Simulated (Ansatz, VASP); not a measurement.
**Two plane-wave programs on Rh**

```
Rh
1.0
     0.00000    2.13453    1.50911
     2.13453    0.00000    1.50911
     2.13453    2.13453    0.00000
Rh
1
Direct
  0.00000 0.00000 0.00000
```

Alike in both runs: task single point; functional PBEsol; k mesh 24 × 24 × 24; occupations gaussian, width 0.15 eV; no spin polarisation.

|  | VASP | Ansatz |
| --- | --- | --- |
| version | VASP 6.6.1 | Ansatz 0.2.0 |
| potentials or method | VASP PAW PBE potentials, release 64 (Rh_pv), cutoff 520 eV | scalar-relativistic, plane waves, PAW |
| valence electrons in the cell | 15 | 17 |

Ansatz gave:

* gap on the k mesh at the Fermi level (eV): none
* pressure (GPa): 2.9

What did VASP give for the same quantities?

gap on the k mesh at the Fermi level (eV): none; pressure (GPa): 3.1.

VASP's potentials were made for PBE, not for PBEsol. A gap of «none» marks a metal or a gap that the smearing closes. VASP's potentials hold 15 valence electrons a cell and Ansatz's 17, so a difference there can come from the potentials and not from the codes.
